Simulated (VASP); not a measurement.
# HfB (Fm-3m) in VASP: further runs

HfB is run at these levels: PBE; tasks: single point.

All numbers are computed with VASP 6.6.1; they aren't measurements. Logs are shortened: lines on timing, memory, paths and dates and some standing lists are left out, and cuts for length are marked.

**1. The cell of the first run**

The structure is cubic, space group Fm-3m (No. 225). Conventional cell: a = 4.493 Å, b = 4.493 Å, c = 4.493 Å, α = 90.00°, β = 90.00°, γ = 90.00°. Within 3.0 Å of Hf (site symmetry m-3m) lie 6 B at 2.25 Å. B (site symmetry m-3m) has 6 Hf at 2.25 Å within 3.0 Å.

**2. Single point, PBE**

INCAR reads:

```
PREC = Accurate
ENCUT = 520
EDIFF = 1E-6
ISMEAR = 1
SIGMA = 0.1
LREAL = F
LASPH = T
NELM = 80
ALGO = Normal
ISIF = 2
LWAVE = F
LCHARG = F
GGA = PE
NBANDS = 14
```

KPOINTS reads:

```
regular mesh
0
Gamma
  9 9 9
```

POSCAR reads:

```
HfB
1.0
    0.0000000000      2.2466801886      2.2466801886
    2.2466801886      0.0000000000      2.2466801886
    2.2466801886      2.2466801886      0.0000000000
Hf B
1 1
Direct
    0.5000000000      0.5000000000      0.5000000000
    0.0000000000      0.0000000000      0.0000000000
```

Potentials or basis: VASP PAW PBE potentials, release 64 (Hf_pv, B).

On the command line:

```sh
$ cat potpaw_PBE.64/Hf_pv/POTCAR potpaw_PBE.64/B/POTCAR > POTCAR
$ mpirun -np 1 vasp_std > vasp.out
```

OUTCAR:

```text
PREC = Accurate
   ENCUT = 520
   EDIFF = 1E-6
   ISMEAR = 1
   LREAL = F
   LASPH = T
   NELM = 80
   ISIF = 2
   GGA = PE

 ion  position               nearest neighbor table
   1  0.500  0.500  0.500-   2 2.25   2 2.25   2 2.25   2 2.25   2 2.25   2 2.25
   2  0.000  0.000  0.000-   1 2.25   1 2.25   1 2.25   1 2.25   1 2.25   1 2.25

  LATTYP: Found a face centered cubic cell.
 ALAT       =     4.4933603772

  Lattice vectors:

 A1 = (   0.0000000000,   2.2466801886,   2.2466801886)
 A2 = (   2.2466801886,   0.0000000000,   2.2466801886)
 A3 = (   2.2466801886,   2.2466801886,   0.0000000000)

Analysis of symmetry for initial positions (statically):
=====================================================================
 Subroutine PRICEL returns:
 Original cell was already a primitive cell.

 Routine SETGRP: Setting up the symmetry group for a
 face centered cubic supercell.

 Subroutine GETGRP returns: Found 48 space group operations
 (whereof 48 operations were pure point group operations)
 out of a pool of 48 trial point group operations.

The static configuration has the point symmetry O_h .

Analysis of symmetry for dynamics (positions and initial velocities):
=====================================================================
 Subroutine PRICEL returns:
 Original cell was already a primitive cell.

 Routine SETGRP: Setting up the symmetry group for a
 face centered cubic supercell.

 Subroutine GETGRP returns: Found 48 space group operations
 (whereof 48 operations were pure point group operations)
 out of a pool of 48 trial point group operations.

The dynamic configuration has the point symmetry O_h .

 Subroutine INISYM returns: Found 48 space group operations
 (whereof 48 operations are pure point group operations),
 and found     1 'primitive' translations

----------------------------------------------------------------------------------------

                                     Primitive cell

  volume of cell :      22.6806

  direct lattice vectors                    reciprocal lattice vectors
     0.000000000  2.246680189  2.246680189    -0.222550589  0.222550589  0.222550589
     2.246680189  0.000000000  2.246680189     0.222550589 -0.222550589  0.222550589
     2.246680189  2.246680189  0.000000000     0.222550589  0.222550589 -0.222550589

  length of vectors
     3.177285593  3.177285593  3.177285593     0.385468928  0.385468928  0.385468928

  position of ions in fractional coordinates (direct lattice)
     0.500000000  0.500000000  0.500000000
     0.000000000  0.000000000  0.000000000

  ion indices of the primitive-cell ions
   primitive index   ion index
                 1           1
                 2           2

----------------------------------------------------------------------------------------

 KPOINTS: regular mesh

Automatic generation of k-mesh.
 Grid dimensions read from file:
 generate k-points for:    9    9    9

 Generating k-lattice:

  Cartesian coordinates                     Fractional coordinates (reciprocal lattice)
    -0.024727843  0.024727843  0.024727843     0.111111111  0.000000000  0.000000000
     0.024727843 -0.024727843  0.024727843     0.000000000  0.111111111  0.000000000
     0.024727843  0.024727843 -0.024727843     0.000000000  0.000000000  0.111111111

  Length of vectors
     0.042829881  0.042829881  0.042829881

  Shift w.r.t. Gamma in fractional coordinates (k-lattice)
     0.000000000  0.000000000  0.000000000

 Subroutine IBZKPT returns following result:
 ===========================================

 Found     35 irreducible k-points:

 Following reciprocal coordinates:
            Coordinates               Weight
  0.000000  0.000000  0.000000      1.000000
  0.111111  0.000000  0.000000      8.000000
  0.222222  0.000000  0.000000      8.000000
  0.333333  0.000000  0.000000      8.000000
  0.444444  0.000000  0.000000      8.000000
  0.111111  0.111111  0.000000      6.000000
[... 16 lines left out ...]
 -0.333333  0.333333  0.000000     12.000000
  0.444444  0.444444  0.000000      6.000000
 [... further k-points ...]
   k-points           NKPTS =     35   k-points in BZ     NKDIM =     35   number of bands    NBANDS=     14
   number of dos      NEDOS =    301   number of ions     NIONS =      2
   total plane-waves  NPLWV =  13824
   dimension x,y,z NGX =    24 NGY =   24 NGZ =   24
   dimension x,y,z NGXF=    48 NGYF=   48 NGZF=   48
   ions per type =               1   1
   NGX,Y,Z   is equivalent  to a cutoff of  12.56, 12.56, 12.56 a.u.
   NGXF,Y,Z  is equivalent  to a cutoff of  25.12, 25.12, 25.12 a.u.
 SYSTEM =  unknown system
   PREC   = accura    normal or accurate (medium, high low for compatibility)
   ISTART =      0    job   : 0-new  1-cont  2-samecut
   ICHARG =      2    charge: 1-file 2-atom 10-const
   ISPIN  =      1    spin polarized calculation?
   LNONCOLLINEAR =      F non collinear calculations
   LSORBIT =      F    spin-orbit coupling
   LASPH  =      T    aspherical Exc in radial PAW
   ENCUT  =  520.0 eV  38.22 Ry    6.18 a.u.   5.91  5.91  5.91*2*pi/ulx,y,z
   NELM   =     80;   NELMIN=  2; NELMDL= -5     # of ELM steps
   EDIFF  = 0.1E-05   stopping-criterion for ELM
   LREAL  =      F    real-space projection
   EDIFFG = 0.1E-04   stopping-criterion for IOM
   NSW    =      0    number of steps for IOM
   IBRION =     -1    ionic relax: 0-MD 1-quasi-New 2-CG
   NFREE  =      0    steps in history (QN), initial steepest desc. (CG)
   ISIF   =      2    stress and relaxation
   ISYM   =      2    0-nonsym 1-usesym 2-fastsym
   POTIM  = 0.5000    time-step for ionic-motion
   TEBEG  =    0.0;   TEEND  =   0.0 temperature during run
   PSTRESS=    0.0 pullay stress
   NELECT =      13.0000    total number of electrons
   NUPDOWN=      -1.0000    fix difference up-down
   EMIN   =  10.00;   EMAX   =-10.00  energy-range for DOS
   EFERMI =   0.00;   METHOD = LEGACY
   ISMEAR =     1;   SIGMA  =   0.10  broadening in eV -4-tet -1-fermi 0-gaus
   EFERMI_NEDOS =   21; number of points for ismear=-14 and -15
   IALGO  =     38    algorithm
   IMIX   =      4    mixing-type and parameters
     AMIX     =   0.40;   BMIX     =  1.00
     AMIX_MAG =   1.60;   BMIX_MAG =  1.00
  volume/ion in A,a.u.               =      11.34        76.53
  Fermi-wavevector in a.u.,A,eV,Ry     =   1.359893  2.569825 25.161371  1.849309
  Thomas-Fermi vector in A             =   2.486602
   LORBIT       =      0    0 simple, 1 ext, 2 COOP (PROOUT), +10 PAW based schemes
   GGA     = PE    functional components
   LHFCALC =     F    Hartree Fock is set to
   AEXX    =    0.0000 exact exchange contribution
   IVDW    =     0    specifies the selected vdW correction
   LEPSILON=     F    determine dielectric tensor
   LRPA    =     F    only Hartree local field effects (RPA)
 non-spin polarized calculation
 Methfessel and Paxton  Order N= 1 SIGMA  =   0.10
  energy-cutoff  :      520.00
  volume of cell :       22.68
 maximum number of plane-waves:       624
   NGX = 11   NGY = 11   NGZ = 11

 number of electron      12.9999999 magnetization

 Free energy of the ion-electron system (eV)
  ---------------------------------------------------
  ext. energy  EPLUGINS =         0.00000000
  ---------------------------------------------------
  free energy    TOTEN  =       -16.62059100 eV

  energy without entropy =      -16.61934206  energy(sigma->0) =      -16.62017469

 E-fermi :   5.6335     XC(G=0): -12.7075

 val. band max:        5.5996852547   @ k =   0.3333   0.1111   0.0000
 cond. band min:       5.8129941180   @ k =   0.4444   0.2222   0.0000
 fundamental gap:      0.2133088633
 Fermi energy:         5.6335418146

 k-point     1 :       0.0000    0.0000    0.0000
  band No.  band energies     occupation
      1     -22.1772      2.00000
      2     -22.1772      2.00000
      3     -22.1772      2.00000
      4      -4.1453      2.00000
      5       7.9529      0.00000
      6       7.9529      0.00000
      7       7.9529      0.00000
      8       9.8923      0.00000
      9       9.8923      0.00000
     10       9.8923      0.00000
     11      10.2269      0.00000
     12      10.2269      0.00000
     13      17.6836      0.00000
     14      20.0092      0.00000

 k-point     2 :       0.1111    0.0000    0.0000
  band No.  band energies     occupation
      1     -22.3021      2.00000
      2     -22.1892      2.00000
      3     -22.1892      2.00000
      4      -3.7490      2.00000
      5       6.8377     -0.00000
      6       7.4456     -0.00000
      7       7.4456     -0.00000
      8       8.7785      0.00000
      9       8.7785      0.00000
     10      10.4592      0.00000
     11      12.6366      0.00000
     12      12.6366      0.00000
     13      18.6799      0.00000
     14      20.3601      0.00000

 k-point     3 :       0.2222    0.0000    0.0000
  band No.  band energies     occupation
      1     -22.6057      2.00000
      2     -22.2194      2.00000
      3     -22.2194      2.00000
      4      -2.6802      2.00000
      5       5.1025      2.00000
      6       5.9171     -0.00045
      7       5.9171     -0.00045
      8       9.6425      0.00000
      9       9.6425      0.00000
     10      11.0571      0.00000
     11      15.5660      0.00000
     12      15.5660      0.00000
     13      20.4101      0.00000
     14      21.2799      0.00000

 k-point     4 :       0.3333    0.0000    0.0000
  band No.  band energies     occupation
      1     -22.9312      2.00000
      2     -22.2534      2.00000
      3     -22.2534      2.00000
      4      -1.2495      2.00000
      5       3.5279      2.00000
      6       4.7880      2.00000
      7       4.7880      2.00000
      8      11.1294      0.00000
      9      11.1294      0.00000
     10      11.8216      0.00000
     11      18.4765      0.00000
     12      18.5278      0.00000
     13      18.5278      0.00000
     14      21.3670      0.00000

 k-point     5 :       0.4444    0.0000    0.0000
  band No.  band energies     occupation
      1     -23.1337      2.00000
      2     -22.2754      2.00000
      3     -22.2754      2.00000
      4       0.0947      2.00000
      5       2.2701      2.00000
      6       4.2112      2.00000
      7       4.2112      2.00000
      8      12.5468      0.00000
      9      12.5468      0.00000
     10      13.2308      0.00000
     11      15.6144      0.00000
[... 276 lines left out ...]
 k-point    22 :      -0.4444    0.3333    0.0000
  band No.  band energies     occupation
      1     -22.9625      2.00000
      2     -22.6668      2.00000
      3     -22.4476      2.00000
      4      -0.4580      2.00000
      5       3.5472      2.00000
      6       4.6643      2.00000
      7       6.2259     -0.00000
      8       8.8634      0.00000
      9      13.4432      0.00000
     10      14.2611      0.00000
     11      15.9611      0.00000
     12      17.5571      0.00000
     13      20.8490      0.00000
     14      21.3928      0.00000

 k-point    23 :      -0.3333    0.3333    0.0000
  band No.  band energies     occupation
      1     -22.8367      2.00000
      2     -22.8181      2.00000
      3     -22.3857      2.00000
      4       0.2834      2.00000
      5       2.6378      2.00000
      6       4.5224      2.00000
      7       5.3066      2.00004
      8      10.2367      0.00000
      9      12.3541      0.00000
     10      14.2718      0.00000
     11      16.5274      0.00000
     12      18.6559      0.00000
     13      21.3421      0.00000
     14      21.4311      0.00000

 k-point    24 :       0.4444    0.4444    0.0000
  band No.  band energies     occupation
      1     -23.0485      2.00000
      2     -22.5143      2.00000
      3     -22.5143      2.00000
      4      -1.2664      2.00000
      5       4.4075      2.00000
      6       4.7823      2.00000
      7       8.2709      0.00000
      8       8.2709      0.00000
      9      12.4079      0.00000
     10      14.4339      0.00000
     11      14.4339      0.00000
     12      16.8682      0.00000
     13      20.8129      0.00000
     14      21.4020      0.00000

 [... further k-points ...]

------------------------ aborting loop because EDIFF is reached ----------------------------------------

  FORCE on cell =-STRESS in cart. coord.  units (eV):
  Direction    XX          YY          ZZ          XY          YZ          ZX
  --------------------------------------------------------------------------------------
  -------------------------------------------------------------------------------------
  Total        8.2317569      8.2317569      8.2317569     -0.0000000     -0.0000000      0.0000000
  in kB      581.4995119    581.4995119    581.4995119     -0.0000000     -0.0000000      0.0000000
  external PRESSURE =     581.4995119 kB  Pullay stress =       0.0000000 kB

 VOLUME and BASIS-vectors are now :
 -----------------------------------------------------------------------------
  energy-cutoff  :      520.00
  volume of cell :       22.68
      direct lattice vectors                 reciprocal lattice vectors
     0.000000000  2.246680189  2.246680189    -0.222550589  0.222550589  0.222550589
     2.246680189  0.000000000  2.246680189     0.222550589 -0.222550589  0.222550589
     2.246680189  2.246680189  0.000000000     0.222550589  0.222550589 -0.222550589

 POSITION                                       TOTAL-FORCE (eV/Angst)
 -----------------------------------------------------------------------------------
      2.24668      2.24668      2.24668         0.000000     -0.000000      0.000000
      0.00000      0.00000      0.00000        -0.000000      0.000000     -0.000000
 -----------------------------------------------------------------------------------
    total drift:                               -0.000000     -0.000000      0.000000

  FREE ENERGIE OF THE ION-ELECTRON SYSTEM (eV)
  ---------------------------------------------------
  free  energy   TOTEN  =       -16.6205910004 eV

  energy  without entropy=      -16.6193420603  energy(sigma->0) =      -16.62017469
```

It took 12 s on 1 thread of AMD EPYC 7R43 (Zen 3), shared host; peak memory 0.11 GiB.

Results:

* Free energy: -16.6206 eV
* Pressure: 58.1 GPa

Levels at points of the mesh, in eV from the Fermi level:
```csv
k point,band 3,band 4,band 5,band 6,band 7,band 8,band 9,band 10,band 11,band 12
"(0.00, 0.00, 0.00)",-27.81,-9.78,2.32,2.32,2.32,4.26,4.26,4.26,4.59,4.59
```

Caveat: spin-orbit coupling is left out, which moves the levels of the heavy elements.

**3. Single point, PBE**

This run uses another cell than the first one, of 11.67 Å³/atom, 1.029 times its volume.

INCAR reads:

```
SYSTEM = HfB
PREC = Accurate ; ENCUT = 520
EDIFF = 1E-6 ; ISMEAR = 1
SIGMA = 0.1 ; LREAL = .False.
LASPH = .True. ; NELM = 80
ALGO = Normal ; ISIF = 2
LWAVE = .False. ; LCHARG = .True.
GGA = PE ; LELF = .True.
LVHAR = .True. ; NBANDS = 14
```

KPOINTS reads:

```
Automatic mesh
0
Gamma
  9 9 9
  0 0 0
```

POSCAR reads:

```
HfB
1.0
    0.0000000000      2.2681808269      2.2681808269
    2.2681808269      0.0000000000      2.2681808269
    2.2681808269      2.2681808269      0.0000000000
Hf B
1 1
Direct
    0.5000000000      0.5000000000      0.5000000000
    0.0000000000      0.0000000000      0.0000000000
```

Potentials or basis: VASP PAW PBE potentials, release 64 (Hf_pv, B).

On the command line:

```sh
$ cat potpaw_PBE.64/Hf_pv/POTCAR potpaw_PBE.64/B/POTCAR > POTCAR
$ mpirun -np 1 vasp_std > vasp.out
```

OUTCAR:

```text
SYSTEM = HfB
   PREC = Accurate
   ENCUT = 520
   EDIFF = 1E-6
   ISMEAR = 1
   LREAL = .False.
   LASPH = .True.
   NELM = 80
   ISIF = 2
   GGA = PE

 ion  position               nearest neighbor table
   1  0.500  0.500  0.500-   2 2.27   2 2.27   2 2.27   2 2.27   2 2.27   2 2.27
   2  0.000  0.000  0.000-   1 2.27   1 2.27   1 2.27   1 2.27   1 2.27   1 2.27

  LATTYP: Found a face centered cubic cell.
 ALAT       =     4.5363616538

  Lattice vectors:

 A1 = (   0.0000000000,   2.2681808269,   2.2681808269)
 A2 = (   2.2681808269,   0.0000000000,   2.2681808269)
[... 594 lines left out ...]

  FORCE on cell =-STRESS in cart. coord.  units (eV):
  Direction    XX          YY          ZZ          XY          YZ          ZX
  --------------------------------------------------------------------------------------
  -------------------------------------------------------------------------------------
  Total        6.9816633      6.9816633      6.9816633     -0.0000000      0.0000000     -0.0000000
  in kB      479.2989340    479.2989340    479.2989340     -0.0000000      0.0000000     -0.0000000
  external PRESSURE =     479.2989340 kB  Pullay stress =       0.0000000 kB

 VOLUME and BASIS-vectors are now :
 -----------------------------------------------------------------------------
  energy-cutoff  :      520.00
  volume of cell :       23.34
      direct lattice vectors                 reciprocal lattice vectors
     0.000000000  2.268180827  2.268180827    -0.220440978  0.220440978  0.220440978
     2.268180827  0.000000000  2.268180827     0.220440978 -0.220440978  0.220440978
     2.268180827  2.268180827  0.000000000     0.220440978  0.220440978 -0.220440978

 POSITION                                       TOTAL-FORCE (eV/Angst)
 -----------------------------------------------------------------------------------
      2.26818      2.26818      2.26818        -0.000000      0.000000      0.000000
      0.00000      0.00000      0.00000         0.000000     -0.000000     -0.000000
 -----------------------------------------------------------------------------------
    total drift:                               -0.000000     -0.000000      0.000000

  FREE ENERGIE OF THE ION-ELECTRON SYSTEM (eV)
  ---------------------------------------------------
  free  energy   TOTEN  =       -16.8380357556 eV

  energy  without entropy=      -16.8369464422  energy(sigma->0) =      -16.83767265
```

It took 12 s on 1 thread of AMD EPYC 7R43 (Zen 3), shared host; peak memory 0.11 GiB.

What came out:

- Free energy: -16.8380 eV
- Pressure: 47.9 GPa

Levels at points of the mesh, in eV from the Fermi level:
```csv
k point,band 4,band 5,band 6,band 7,band 8,band 9,band 10,band 11
"(0.00, 0.00, 0.00)",-9.69,2.30,2.30,2.30,4.18,4.18,4.18,4.49
```

Caveat: spin-orbit coupling is left out, which moves the levels of the heavy elements.

**4. Single point, PBE**

This run uses another cell than the first one, of 12.00 Å³/atom, 1.058 times its volume.

INCAR reads:

```
SYSTEM = HfB
  PREC = Accurate
  ENCUT = 520
  EDIFF = 1E-7
  ISMEAR = 1
  SIGMA = 0.1
  LREAL = .False.
  LASPH = .True.
  NELM = 100
  ALGO = Normal
  ISIF = 2
  LWAVE = .False.
  LCHARG = .False.
  GGA = PE
  NBANDS = 14
```

KPOINTS reads:

```
regular mesh
0
Gamma
  9 9 9
  0 0 0
```

POSCAR reads:

```
HfB
1.0
    0.0000000000      2.2892813951      2.2892813951
    2.2892813951      0.0000000000      2.2892813951
    2.2892813951      2.2892813951      0.0000000000
Hf B
1 1
Direct
    0.5000000000      0.5000000000      0.5000000000
    0.0000000000      0.0000000000      0.0000000000
```

On the command line:

```sh
$ cat potpaw_PBE.64/Hf_pv/POTCAR potpaw_PBE.64/B/POTCAR > POTCAR
$ mpirun -np 1 vasp_std > vasp.out
```

Run time: 12 s. Hardware: 1 thread of AMD EPYC 7R43 (Zen 3), shared host; peak memory 0.11 GiB.

It converged, with:

```yaml
Free_energy: -17.0160 eV
Pressure: 38.9 GPa
```

Levels at points of the mesh, in eV from the Fermi level:
```tsv
k point	band 3	band 4	band 5	band 6	band 7	band 8	band 9	band 10
(0.00, 0.00, 0.00)	-28.10	-9.60	2.28	2.28	2.28	4.09	4.09	4.09
```

Caveat: spin-orbit coupling is left out, which moves the levels of the heavy elements.

**5. The runs side by side**

| cell | gap on the mesh (eV) | pressure (GPa) |
| --- | --- | --- |
| a = 3.177 Å, angles 60.0°, 2 atoms | none | 58.1 |
| a = 3.208 Å, angles 60.0°, 2 atoms | none | 47.9 |
| a = 3.238 Å, angles 60.0°, 2 atoms | none | 38.9 |

Alike in all rows: task single point; level PBE; potentials or basis VASP PAW PBE potentials, release 64 (Hf_pv, B); no spin polarisation; k mesh 9 × 9 × 9; cutoff (eV) 520; smearing methfessel-paxton 0.1 eV.

Caveats: spin-orbit coupling is left out, which moves the levels of the heavy elements.

Total energies depend on the potentials used, so only differences within one code and one set of settings carry meaning.
